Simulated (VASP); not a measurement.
# InICl (P4/nmm) in VASP: single point with PBE

Aim: the single point of InICl with PBE.

Program: VASP 6.6.1. These are calculated values, not measurements. Logs are shortened: lines on timing, memory, paths and dates and some standing lists are left out, and cuts for length are marked.

## Step 1: The cell of the first run

It takes space group P4/nmm (No. 129, tetragonal). The conventional cell has a = 4.450 Å, b = 4.450 Å, c = 9.241 Å, α = 90.00°, β = 90.00°, γ = 90.00°. In (site symmetry 4mm) has 4 Cl at 2.69 Å within 3.5 Å. I (site symmetry 4mm) has 4 In at 3.53 Å and 4 Cl at 3.83 Å and 8 I at 4.36 to 4.45 Å within 4.6 Å. Within 3.5 Å of Cl (site symmetry -4m2) lie 4 In at 2.69 Å and 4 Cl at 3.15 Å.

## Step 2: Single point, PBE

INCAR reads:

```
SYSTEM = InICl
ALGO = Normal
EDIFF = 1E-7
ENCUT = 520
GGA = PE
ISIF = 2
ISMEAR = -1
LASPH = .TRUE.
LCHARG = .FALSE.
LREAL = .FALSE.
LWAVE = .FALSE.
NBANDS = 36
NELM = 60
PREC = Accurate
SIGMA = 0.1
```

KPOINTS reads:

```
k-points
0
G
  8 8 4
  0 0 0
```

POSCAR reads:

```
InICl
1.0
    4.4497500000      0.0000000000      0.0000000000
    0.0000000000      4.4497500000      0.0000000000
    0.0000000000      0.0000000000      9.2409960000
In I Cl
2 2 2
Direct
    0.2500000000      0.2500000000      0.1639200000
    0.7500000000      0.7500000000      0.8360800000
    0.2500000000      0.2500000000      0.6629700000
    0.7500000000      0.7500000000      0.3370300000
    0.7500000000      0.2500000000      0.0000000000
    0.2500000000      0.7500000000      0.0000000000
```

Potentials or basis: VASP PAW PBE potentials, release 64 (In_d, I, Cl).

The run is started by

```sh
> cat potpaw_PBE.64/In_d/POTCAR potpaw_PBE.64/I/POTCAR potpaw_PBE.64/Cl/POTCAR > POTCAR
> mpirun -np 1 vasp_std > vasp.out
```

OUTCAR:

```text
SYSTEM = InICl
   EDIFF = 1E-7
   ENCUT = 520
   GGA = PE
   ISIF = 2
   ISMEAR = -1
   LASPH = .TRUE.
   LREAL = .FALSE.
   NELM = 60
   PREC = Accurate

 ion  position               nearest neighbor table
   1  0.250  0.250  0.164-   5 2.69   6 2.69   6 2.69   5 2.69   4 3.53   4 3.53   4 3.53   4 3.53

   2  0.750  0.750  0.836-   5 2.69   6 2.69   5 2.69   6 2.69   3 3.53   3 3.53   3 3.53   3 3.53

   3  0.250  0.250  0.663-   2 3.53   2 3.53   2 3.53   2 3.53
   4  0.750  0.750  0.337-   1 3.53   1 3.53   1 3.53   1 3.53
   5  0.750  0.250  0.000-   1 2.69   2 2.69   2 2.69   1 2.69
   6  0.250  0.750  0.000-   1 2.69   2 2.69   1 2.69   2 2.69

  LATTYP: Found a simple tetragonal cell.
 ALAT       =     4.4497500000
 C/A-ratio  =     2.0767449857

  Lattice vectors:

 A1 = (   4.4497500000,   0.0000000000,   0.0000000000)
 A2 = (   0.0000000000,   4.4497500000,   0.0000000000)
 A3 = (   0.0000000000,   0.0000000000,   9.2409960000)

Analysis of symmetry for initial positions (statically):
=====================================================================
 Subroutine PRICEL returns:
 Original cell was already a primitive cell.

 Routine SETGRP: Setting up the symmetry group for a
 simple tetragonal supercell.

 Subroutine GETGRP returns: Found 16 space group operations
 (whereof  4 operations were pure point group operations)
 out of a pool of 16 trial point group operations.

The static configuration has the point symmetry C_2h.
 The point group associated with its full space group is D_4h.

Analysis of symmetry for dynamics (positions and initial velocities):
=====================================================================
 Subroutine PRICEL returns:
 Original cell was already a primitive cell.

 Routine SETGRP: Setting up the symmetry group for a
 simple tetragonal supercell.

 Subroutine GETGRP returns: Found 16 space group operations
 (whereof  4 operations were pure point group operations)
 out of a pool of 16 trial point group operations.

The dynamic configuration has the point symmetry C_2h.
 The point group associated with its full space group is D_4h.

 Subroutine INISYM returns: Found 16 space group operations
 (whereof  4 operations are pure point group operations),
 and found     1 'primitive' translations

----------------------------------------------------------------------------------------

                                     Primitive cell

  volume of cell :     182.9743

  direct lattice vectors                    reciprocal lattice vectors
     4.449750000  0.000000000  0.000000000     0.224731727  0.000000000  0.000000000
     0.000000000  4.449750000  0.000000000     0.000000000  0.224731727  0.000000000
     0.000000000  0.000000000  9.240996000     0.000000000  0.000000000  0.108213444

  length of vectors
     4.449750000  4.449750000  9.240996000     0.224731727  0.224731727  0.108213444

  position of ions in fractional coordinates (direct lattice)
     0.250000000  0.250000000  0.163920000
     0.750000000  0.750000000  0.836080000
     0.250000000  0.250000000  0.662970000
     0.750000000  0.750000000  0.337030000
     0.750000000  0.250000000  0.000000000
     0.250000000  0.750000000  0.000000000

  ion indices of the primitive-cell ions
   primitive index   ion index
                 1           1
                 2           2
                 3           3
                 4           4
                 5           5
                 6           6

----------------------------------------------------------------------------------------

 KPOINTS: k-points

Automatic generation of k-mesh.
 Grid dimensions read from file:
 generate k-points for:    8    8    4

 Generating k-lattice:

  Cartesian coordinates                     Fractional coordinates (reciprocal lattice)
     0.028091466  0.000000000  0.000000000     0.125000000  0.000000000  0.000000000
     0.000000000  0.028091466  0.000000000     0.000000000  0.125000000  0.000000000
     0.000000000  0.000000000  0.027053361     0.000000000  0.000000000  0.250000000

  Length of vectors
     0.028091466  0.028091466  0.027053361

  Shift w.r.t. Gamma in fractional coordinates (k-lattice)
     0.000000000  0.000000000  0.000000000

 Subroutine IBZKPT returns following result:
 ===========================================

 Found     45 irreducible k-points:

 Following reciprocal coordinates:
            Coordinates               Weight
  0.000000  0.000000  0.000000      1.000000
  0.125000  0.000000  0.000000      4.000000
  0.250000  0.000000  0.000000      4.000000
  0.375000  0.000000  0.000000      4.000000
  0.500000  0.000000  0.000000      2.000000
  0.125000  0.125000  0.000000      4.000000
[... 16 lines left out ...]
  0.375000  0.125000  0.250000     16.000000
  0.500000  0.125000  0.250000      8.000000
 [... further k-points ...]
   k-points           NKPTS =     45   k-points in BZ     NKDIM =     45   number of bands    NBANDS=     36
   number of dos      NEDOS =    301   number of ions     NIONS =      6
   total plane-waves  NPLWV =  90720
   dimension x,y,z NGX =    36 NGY =   36 NGZ =   70
   dimension x,y,z NGXF=    72 NGYF=   72 NGZF=  140
   ions per type =               2   2   2
   NGX,Y,Z   is equivalent  to a cutoff of  13.45, 13.45, 12.59 a.u.
   NGXF,Y,Z  is equivalent  to a cutoff of  26.90, 26.90, 25.19 a.u.
 SYSTEM =  InICl
   PREC   = accura    normal or accurate (medium, high low for compatibility)
   ISTART =      0    job   : 0-new  1-cont  2-samecut
   ICHARG =      2    charge: 1-file 2-atom 10-const
   ISPIN  =      1    spin polarized calculation?
   LNONCOLLINEAR =      F non collinear calculations
   LSORBIT =      F    spin-orbit coupling
   LASPH  =      T    aspherical Exc in radial PAW
   ENCUT  =  520.0 eV  38.22 Ry    6.18 a.u.   8.27  8.27 17.18*2*pi/ulx,y,z
   NELM   =     60;   NELMIN=  2; NELMDL= -5     # of ELM steps
   EDIFF  = 0.1E-06   stopping-criterion for ELM
   LREAL  =      F    real-space projection
   EDIFFG = 0.1E-05   stopping-criterion for IOM
   NSW    =      0    number of steps for IOM
   IBRION =     -1    ionic relax: 0-MD 1-quasi-New 2-CG
   NFREE  =      0    steps in history (QN), initial steepest desc. (CG)
   ISIF   =      2    stress and relaxation
   ISYM   =      2    0-nonsym 1-usesym 2-fastsym
   POTIM  = 0.5000    time-step for ionic-motion
   TEBEG  =    0.0;   TEEND  =   0.0 temperature during run
   PSTRESS=    0.0 pullay stress
   NELECT =      54.0000    total number of electrons
   NUPDOWN=      -1.0000    fix difference up-down
   EMIN   =  10.00;   EMAX   =-10.00  energy-range for DOS
   EFERMI =   0.00;   METHOD = LEGACY
   ISMEAR =    -1;   SIGMA  =   0.10  broadening in eV -4-tet -1-fermi 0-gaus
   EFERMI_NEDOS =   21; number of points for ismear=-14 and -15
   IALGO  =     38    algorithm
   IMIX   =      4    mixing-type and parameters
     AMIX     =   0.40;   BMIX     =  1.00
     AMIX_MAG =   1.60;   BMIX_MAG =  1.00
  volume/ion in A,a.u.               =      30.50       205.80
  Fermi-wavevector in a.u.,A,eV,Ry     =   1.089957  2.059720 16.163810  1.188007
  Thomas-Fermi vector in A             =   2.226171
   LORBIT       =      0    0 simple, 1 ext, 2 COOP (PROOUT), +10 PAW based schemes
   GGA     = PE    functional components
   LHFCALC =     F    Hartree Fock is set to
   AEXX    =    0.0000 exact exchange contribution
   IVDW    =     0    specifies the selected vdW correction
   LEPSILON=     F    determine dielectric tensor
   LRPA    =     F    only Hartree local field effects (RPA)
 non-spin polarized calculation
  energy-cutoff  :      520.00
  volume of cell :      182.97
 maximum number of plane-waves:      4962
 NGX is ok and might be reduce to    36
   NGX = 17   NGY = 17   NGZ = 35

 number of electron      54.0000000 magnetization

 Free energy of the ion-electron system (eV)
  ---------------------------------------------------
  ext. energy  EPLUGINS =         0.00000000
  ---------------------------------------------------
  free energy    TOTEN  =       -14.34387770 eV

  energy without entropy =      -14.21933412  energy(sigma->0) =      -14.28160591

 E-fermi :   4.0323     XC(G=0):  -8.8523

 val. band max:        3.9793441210   @ k =   0.1250   0.1250   0.2500
 cond. band min:       4.0330590661   @ k =   0.2500   0.0000   0.2500
 fundamental gap:      0.0537149451
 Fermi energy:         4.0323311251

 k-point     1 :       0.0000    0.0000    0.0000
  band No.  band energies     occupation
      1     -12.9904      2.00000
      2     -11.8975      2.00000
      3     -10.3558      2.00000
      4     -10.3558      2.00000
      5     -10.3442      2.00000
      6     -10.2978      2.00000
[... 28 lines left out ...]
     35      10.2179      0.00000
     36      10.8253      0.00000

 k-point     2 :       0.1250    0.0000    0.0000
  band No.  band energies     occupation
      1     -12.9489      2.00000
      2     -11.9405      2.00000
      3     -10.3539      2.00000
      4     -10.3527      2.00000
      5     -10.3401      2.00000
      6     -10.3008      2.00000
[... 28 lines left out ...]
     35      10.1830      0.00000
     36      11.0136      0.00000

 k-point     3 :       0.2500    0.0000    0.0000
  band No.  band energies     occupation
      1     -12.8310      2.00000
      2     -12.0615      2.00000
      3     -10.3483      2.00000
      4     -10.3444      2.00000
      5     -10.3309      2.00000
      6     -10.3086      2.00000
[... 28 lines left out ...]
     35      10.8599      0.00000
     36      11.2400      0.00000
[... 742 lines left out ...]
 k-point    23 :       0.3750    0.1250    0.2500
  band No.  band energies     occupation
      1     -12.6350      2.00000
      2     -12.2521      2.00000
      3     -10.3358      2.00000
      4     -10.3296      2.00000
      5     -10.3206      2.00000
      6     -10.3139      2.00000
[... 28 lines left out ...]
     35      10.7271      0.00000
     36      11.1841      0.00000

 k-point    24 :       0.5000    0.1250    0.2500
  band No.  band energies     occupation
      1     -12.4431      2.00000
      2     -12.4431      2.00000
      3     -10.3252      2.00000
      4     -10.3252      2.00000
      5     -10.3221      2.00000
      6     -10.3221      2.00000
[... 28 lines left out ...]
     35      10.8477      0.00000
     36      10.8477      0.00000

 [... further k-points ...]

------------------------ aborting loop because EDIFF is reached ----------------------------------------

  FORCE on cell =-STRESS in cart. coord.  units (eV):
  Direction    XX          YY          ZZ          XY          YZ          ZX
  --------------------------------------------------------------------------------------
  -------------------------------------------------------------------------------------
  Total        3.3663957      3.3663957      4.8324875      0.0000000      0.0000000      0.0000000
  in kB       29.4771668     29.4771668     42.3147049      0.0000000      0.0000000      0.0000000
  external PRESSURE =      33.7563461 kB  Pullay stress =       0.0000000 kB

 VOLUME and BASIS-vectors are now :
 -----------------------------------------------------------------------------
  energy-cutoff  :      520.00
  volume of cell :      182.97
      direct lattice vectors                 reciprocal lattice vectors
     4.449750000  0.000000000  0.000000000     0.224731727  0.000000000  0.000000000
     0.000000000  4.449750000  0.000000000     0.000000000  0.224731727  0.000000000
     0.000000000  0.000000000  9.240996000     0.000000000  0.000000000  0.108213444

 POSITION                                       TOTAL-FORCE (eV/Angst)
 -----------------------------------------------------------------------------------
      1.11244      1.11244      1.51478         0.000000     -0.000000      1.976291
      3.33731      3.33731      7.72621         0.000000     -0.000000     -1.976291
      1.11244      1.11244      6.12650         0.000000      0.000000      0.261445
      3.33731      3.33731      3.11449        -0.000000     -0.000000     -0.261445
      3.33731      1.11244      0.00000        -0.000000     -0.000000      0.000000
      1.11244      3.33731      0.00000        -0.000000     -0.000000      0.000000
 -----------------------------------------------------------------------------------
    total drift:                                0.000000      0.000000      0.000000

  FREE ENERGIE OF THE ION-ELECTRON SYSTEM (eV)
  ---------------------------------------------------
  free  energy   TOTEN  =       -14.3438776990 eV

  energy  without entropy=      -14.2193341177  energy(sigma->0) =      -14.28160591
```

Run time: 4.3 min. Hardware: 1 thread of AMD EPYC 7R43 (Zen 3), shared host; peak memory 0.42 GiB.

What came out:

* Free energy: -14.3439 eV
* Pressure: 3.4 GPa
* Largest force: 1.976 eV/Å
* Band gap on the k mesh: zero (band 27 reaches 4.53 eV, above the bottom of band 28 at 2.78 eV)

Forces in eV/Å, atoms in the order of the input:
```
In   0.000  0.000  1.976
In   0.000  0.000 -1.976
I    0.000  0.000  0.261
I    0.000  0.000 -0.261
Cl   0.000  0.000  0.000
Cl   0.000  0.000  0.000
```

Levels at points of the mesh, in eV from the Fermi level:
```tsv
k point	band 25	band 26	band 27	band 28	band 29	band 30	band 31	band 32
(0.00, 0.00, 0.00)	-1.12	-1.12	-1.05	-0.55	2.79	3.00	4.05	4.05
(0.50, 0.00, 0.00)	-0.91	-0.91	0.50	0.50	4.15	4.15	4.26	4.26
(0.50, 0.50, 0.00)	-1.59	-1.59	-0.75	-0.75	3.63	3.63	4.30	4.30
(0.00, 0.00, 0.50)	-0.91	-0.91	-0.64	-0.07	2.27	2.78	3.91	3.91
(0.50, 0.00, 0.50)	-0.91	-0.91	0.49	0.49	3.94	3.94	4.32	4.32
(0.50, 0.50, 0.50)	-1.67	-1.67	-1.26	-1.26	4.19	4.19	4.89	4.89
```

Caveat: spin-orbit coupling is left out, which moves the levels of the heavy elements; this functional lacks dispersion, which binds the layers, so the pressure and a relaxed spacing across them are unreliable; forces of over 1 eV/Å act on the atoms, so gaps and moduli don't describe the material at rest.
